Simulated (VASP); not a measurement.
# CdI2 (P-3m1) in VASP: notebook

The runs below take CdI2 through electric field gradients, with PBEsol.

All numbers are computed with VASP 6.6.1; they aren't measurements. Logs are shortened: lines on timing, memory, paths and dates and some standing lists are left out, and cuts for length are marked.

## (1) The cell of the first run

The structure is trigonal, space group P-3m1 (No. 164). Conventional cell: a = 3.978 Å, b = 3.978 Å, c = 6.244 Å, α = 90.00°, β = 90.00°, γ = 120.00°. Within 3.8 Å of Cd (site symmetry -3m) lie 6 I at 2.87 Å. Within 3.8 Å of I (site symmetry 3m) lie 3 Cd at 2.87 Å and 3 I at 3.62 Å.

## (2) Electric field gradients, PBEsol (28.53 Å³/atom)

Input file INCAR:

```
SYSTEM = CdI2
PREC = Accurate
ENCUT = 400
EDIFF = 1E-8
ISMEAR = -1
SIGMA = 0.03
LREAL = .FALSE.
LASPH = .TRUE.
NELM = 120
ALGO = Normal
ISIF = 2
LWAVE = .FALSE.
LCHARG = .FALSE.
GGA = PS
LEFG = .TRUE.
NBANDS = 20
GGA_COMPAT = .FALSE.
```

Input file KPOINTS:

```
regular mesh
0
G
  8 8 4
  0 0 0
```

Input file POSCAR:

```
CdI2
1.0
    3.9783659557      0.0000000000      0.0000000000
   -1.9891829778      3.4453659832      0.0000000000
    0.0000000000      0.0000000000      6.2444196353
Cd I
1 2
Direct
    0.0000000000      0.0000000000      0.0000000000
    0.3333333333      0.6666666667      0.2764654787
    0.6666666667      0.3333333333      0.7235345213
```

Potentials or basis: VASP PAW PBE potentials, release 64 (Cd, I).

The run is started by

```console
cat potpaw_PBE.64/Cd/POTCAR potpaw_PBE.64/I/POTCAR > POTCAR
mpirun -np 1 vasp_std > vasp.out
```

OUTCAR:

```text
SYSTEM = CdI2
   PREC = Accurate
   ENCUT = 400
   EDIFF = 1E-8
   ISMEAR = -1
   LREAL = .FALSE.
   LASPH = .TRUE.
   NELM = 120
   ISIF = 2
   GGA = PS

 ion  position               nearest neighbor table
   1  0.000  0.000  0.000-   2 2.87   3 2.87   2 2.87   3 2.87   3 2.87   2 2.87
   2  0.333  0.667  0.276-   1 2.87   1 2.87   1 2.87
   3  0.667  0.333  0.724-   1 2.87   1 2.87   1 2.87

  LATTYP: Found a hexagonal cell.
 ALAT       =     3.9783659557
 C/A-ratio  =     1.5695940758

  Lattice vectors:

 A1 = (   3.9783659557,   0.0000000000,   0.0000000000)
 A2 = (  -1.9891829778,   3.4453659832,   0.0000000000)
 A3 = (   0.0000000000,   0.0000000000,   6.2444196353)

Analysis of symmetry for initial positions (statically):
=====================================================================
 Subroutine PRICEL returns:
 Original cell was already a primitive cell.

 Routine SETGRP: Setting up the symmetry group for a
 hexagonal supercell.

 Subroutine GETGRP returns: Found 12 space group operations
 (whereof 12 operations were pure point group operations)
 out of a pool of 24 trial point group operations.

The static configuration has the point symmetry D_3d.

Analysis of symmetry for dynamics (positions and initial velocities):
=====================================================================
 Subroutine PRICEL returns:
 Original cell was already a primitive cell.

 Routine SETGRP: Setting up the symmetry group for a
 hexagonal supercell.

 Subroutine GETGRP returns: Found 12 space group operations
 (whereof 12 operations were pure point group operations)
 out of a pool of 24 trial point group operations.

The dynamic configuration has the point symmetry D_3d.

 Subroutine INISYM returns: Found 12 space group operations
 (whereof 12 operations are pure point group operations),
 and found     1 'primitive' translations

----------------------------------------------------------------------------------------

                                     Primitive cell

  volume of cell :      85.5918

  direct lattice vectors                    reciprocal lattice vectors
     3.978365956  0.000000000  0.000000000     0.251359481  0.145122464  0.000000000
    -1.989182978  3.445365983  0.000000000     0.000000000  0.290244927  0.000000000
     0.000000000  0.000000000  6.244419635     0.000000000  0.000000000  0.160142985

  length of vectors
     3.978365956  3.978365956  6.244419635     0.290244927  0.290244927  0.160142985

  position of ions in fractional coordinates (direct lattice)
     0.000000000  0.000000000  0.000000000
     0.333333333  0.666666667  0.276465479
     0.666666667  0.333333333  0.723534521

  ion indices of the primitive-cell ions
   primitive index   ion index
                 1           1
                 2           2
                 3           3

----------------------------------------------------------------------------------------

 KPOINTS: regular mesh

Automatic generation of k-mesh.
 Grid dimensions read from file:
 generate k-points for:    8    8    4

 Generating k-lattice:

  Cartesian coordinates                     Fractional coordinates (reciprocal lattice)
     0.031419935  0.018140308  0.000000000     0.125000000  0.000000000  0.000000000
     0.000000000  0.036280616  0.000000000     0.000000000  0.125000000  0.000000000
     0.000000000  0.000000000  0.040035746     0.000000000  0.000000000  0.250000000

  Length of vectors
     0.036280616  0.036280616  0.040035746

  Shift w.r.t. Gamma in fractional coordinates (k-lattice)
     0.000000000  0.000000000  0.000000000

 Subroutine IBZKPT returns following result:
 ===========================================

 Found     35 irreducible k-points:

 Following reciprocal coordinates:
            Coordinates               Weight
  0.000000  0.000000  0.000000      1.000000
  0.125000 -0.000000  0.000000      6.000000
  0.250000 -0.000000  0.000000      6.000000
  0.375000 -0.000000  0.000000      6.000000
  0.500000 -0.000000  0.000000      3.000000
  0.125000  0.125000  0.000000      6.000000
[... 16 lines left out ...]
 -0.125000  0.500000  0.250000     12.000000
  0.250000  0.250000  0.250000     12.000000
 [... further k-points ...]
   k-points           NKPTS =     35   k-points in BZ     NKDIM =     35   number of bands    NBANDS=     20
   number of dos      NEDOS =    301   number of ions     NIONS =      3
   total plane-waves  NPLWV =  32928
   dimension x,y,z NGX =    28 NGY =   28 NGZ =   42
   dimension x,y,z NGXF=    56 NGYF=   56 NGZF=   84
   ions per type =               1   2
   NGX,Y,Z   is equivalent  to a cutoff of  11.70, 11.70, 11.18 a.u.
   NGXF,Y,Z  is equivalent  to a cutoff of  23.40, 23.40, 22.36 a.u.
 SYSTEM =  CdI2
   PREC   = accura    normal or accurate (medium, high low for compatibility)
   ISTART =      0    job   : 0-new  1-cont  2-samecut
   ICHARG =      2    charge: 1-file 2-atom 10-const
   ISPIN  =      1    spin polarized calculation?
   LNONCOLLINEAR =      F non collinear calculations
   LSORBIT =      F    spin-orbit coupling
   LASPH  =      T    aspherical Exc in radial PAW
   ENCUT  =  400.0 eV  29.40 Ry    5.42 a.u.   6.49  6.49 10.18*2*pi/ulx,y,z
   NELM   =    120;   NELMIN=  2; NELMDL= -5     # of ELM steps
   EDIFF  = 0.1E-07   stopping-criterion for ELM
   LREAL  =      F    real-space projection
   EDIFFG = 0.1E-06   stopping-criterion for IOM
   NSW    =      0    number of steps for IOM
   IBRION =     -1    ionic relax: 0-MD 1-quasi-New 2-CG
   NFREE  =      0    steps in history (QN), initial steepest desc. (CG)
   ISIF   =      2    stress and relaxation
   ISYM   =      2    0-nonsym 1-usesym 2-fastsym
   POTIM  = 0.5000    time-step for ionic-motion
   TEBEG  =    0.0;   TEEND  =   0.0 temperature during run
   PSTRESS=    0.0 pullay stress
   NELECT =      26.0000    total number of electrons
   NUPDOWN=      -1.0000    fix difference up-down
   EMIN   =  10.00;   EMAX   =-10.00  energy-range for DOS
   EFERMI =   0.00;   METHOD = LEGACY
   ISMEAR =    -1;   SIGMA  =   0.03  broadening in eV -4-tet -1-fermi 0-gaus
   EFERMI_NEDOS =   21; number of points for ismear=-14 and -15
   IALGO  =     38    algorithm
   IMIX   =      4    mixing-type and parameters
     AMIX     =   0.40;   BMIX     =  1.00
     AMIX_MAG =   1.60;   BMIX_MAG =  1.00
  volume/ion in A,a.u.               =      28.53       192.53
  Fermi-wavevector in a.u.,A,eV,Ry     =   1.100496  2.079636 16.477906  1.211092
  Thomas-Fermi vector in A             =   2.236908
   LORBIT       =      0    0 simple, 1 ext, 2 COOP (PROOUT), +10 PAW based schemes
   GGA     = PS    functional components
   LHFCALC =     F    Hartree Fock is set to
   AEXX    =    0.0000 exact exchange contribution
   IVDW    =     0    specifies the selected vdW correction
   LEPSILON=     F    determine dielectric tensor
   LRPA    =     F    only Hartree local field effects (RPA)
 non-spin polarized calculation
  energy-cutoff  :      400.00
  volume of cell :       85.59
 maximum number of plane-waves:      1580
 NGX is ok and might be reduce to    28
   NGX = 13   NGY = 13   NGZ = 21

 number of electron      26.0000009 magnetization

 Free energy of the ion-electron system (eV)
  ---------------------------------------------------
  ext. energy  EPLUGINS =         0.00000000
  ---------------------------------------------------
  free energy    TOTEN  =        -6.00448514 eV

  energy without entropy =       -6.00448514  energy(sigma->0) =       -6.00448514

 E-fermi :   5.2043     XC(G=0):  -9.8843

 val. band max:        4.5003694390   @ k =   0.1250  -0.0000   0.0000
 cond. band min:       6.4272845628   @ k =   0.3750   0.2500   0.0000
 fundamental gap:      1.9269151239
 Fermi energy:         5.2042742757

 k-point     1 :       0.0000    0.0000    0.0000
  band No.  band energies     occupation
      1      -8.9598      2.00000
      2      -7.6323      2.00000
      3      -3.6822      2.00000
      4      -3.6822      2.00000
      5      -3.5943      2.00000
      6      -3.4059      2.00000
[... 12 lines left out ...]
     19      13.7044      0.00000
     20      13.7044      0.00000
[... 507 lines left out ...]
 k-point    24 :       0.2500    0.2500    0.2500
  band No.  band energies     occupation
      1      -7.8959      2.00000
      2      -7.6232      2.00000
      3      -3.5969      2.00000
      4      -3.5025      2.00000
      5      -3.4182      2.00000
      6      -3.3259      2.00000
[... 12 lines left out ...]
     19      12.1673      0.00000
     20      13.9470      0.00000

 [... further k-points ...]
[... 5 lines left out ...]
  --------------------------------------------------------------------------------------
  -------------------------------------------------------------------------------------
  Total        3.9865224      3.9865224      3.9706433      0.0000000      0.0000000     -0.0000000
  in kB       74.6229852     74.6229852     74.3257476      0.0000000      0.0000000     -0.0000000
  external PRESSURE =      74.5239060 kB  Pullay stress =       0.0000000 kB

 VOLUME and BASIS-vectors are now :
 -----------------------------------------------------------------------------
  energy-cutoff  :      400.00
  volume of cell :       85.59
      direct lattice vectors                 reciprocal lattice vectors
     3.978365956  0.000000000  0.000000000     0.251359481  0.145122464  0.000000000
    -1.989182978  3.445365983  0.000000000     0.000000000  0.290244927  0.000000000
     0.000000000  0.000000000  6.244419635     0.000000000  0.000000000  0.160142985

 POSITION                                       TOTAL-FORCE (eV/Angst)
 -----------------------------------------------------------------------------------
      0.00000      0.00000      0.00000        -0.000000      0.000000     -0.000000
     -0.00000      2.29691      1.72637         0.000000     -0.000000      0.043837
      1.98918      1.14846      4.51805        -0.000000      0.000000     -0.043837
 -----------------------------------------------------------------------------------
    total drift:                               -0.000000      0.000000      0.000000

  FREE ENERGIE OF THE ION-ELECTRON SYSTEM (eV)
  ---------------------------------------------------
  free  energy   TOTEN  =        -6.0044851412 eV

  energy  without entropy=       -6.0044851412  energy(sigma->0) =       -6.00448514

 Electric field gradients (V/A^2)
---------------------------------------------------------------------
 ion       V_xx      V_yy      V_zz      V_xy      V_xz      V_yz
---------------------------------------------------------------------
   1       4.090     4.090    -8.180     0.000    -0.000     0.000
   2      -9.550    -9.550    19.099     0.000    -0.000     0.000
   3      -9.550    -9.550    19.099     0.000    -0.000     0.000
---------------------------------------------------------------------

 Electric field gradients after diagonalization (V/A^2)
 (convention: |V_zz| > |V_xx| > |V_yy|)
----------------------------------------------------------------------
 ion       V_xx      V_yy      V_zz     asymmetry (V_yy - V_xx)/ V_zz
----------------------------------------------------------------------
   1       4.090     4.089    -8.180       0.000
   2      -9.550    -9.549    19.099       0.000
   3      -9.550    -9.549    19.099       0.000
----------------------------------------------------------------------

           NMR quadrupolar parameters

 Cq : quadrupolar parameter    Cq=e*Q*V_zz/h
 eta: asymmetry parameters     (V_yy - V_xx)/ V_zz
 Q  : nuclear electric quadrupole moment in mb (millibarn)
----------------------------------------------------------------------
 ion       Cq(MHz)       eta       Q (mb)
----------------------------------------------------------------------
   1      -0.020       0.000       1.000
   2       0.046       0.000       1.000
   3       0.046       0.000       1.000
----------------------------------------------------------------------
```

Wall time 37 s (1 thread of Intel Xeon Platinum 8488C (Sapphire Rapids), shared host); peak memory 0.19 GiB.

What came out:

```yaml
Free_energy: -6.0045 eV
Pressure: 7.5 GPa
Largest_force: 0.044 eV/Å
Band_gap_on_the_k_mesh: 1.93 eV (least direct gap 2.69 eV)
Largest_electric_field_gradient_by_atom: Cd -8.2; I +19.1 V/Å²
```

Forces in eV/Å, atoms in the order of the input:
```
Cd   0.000  0.000  0.000
I    0.000  0.000  0.044
I    0.000  0.000 -0.044
```

Electric field gradients, principal values (V/Å²):
| atom | least | middle | greatest (by size) |
| --- | --- | --- | --- |
| 1 Cd | 4.089 | 4.090 | -8.180 |
| 2 I | -9.549 | -9.550 | 19.099 |
| 3 I | -9.549 | -9.550 | 19.099 |

Caveat: the cell stands under pressure; without QUAD_EFG the Cq values of the log hold for a quadrupole moment of 1 mb, not for the nuclei; the PAW data sets were made with another functional, which shifts forces and pressure a little; spin-orbit coupling is left out, which moves the levels of the heavy elements. A k mesh can miss the band edges.

[end of part 1 of 2]
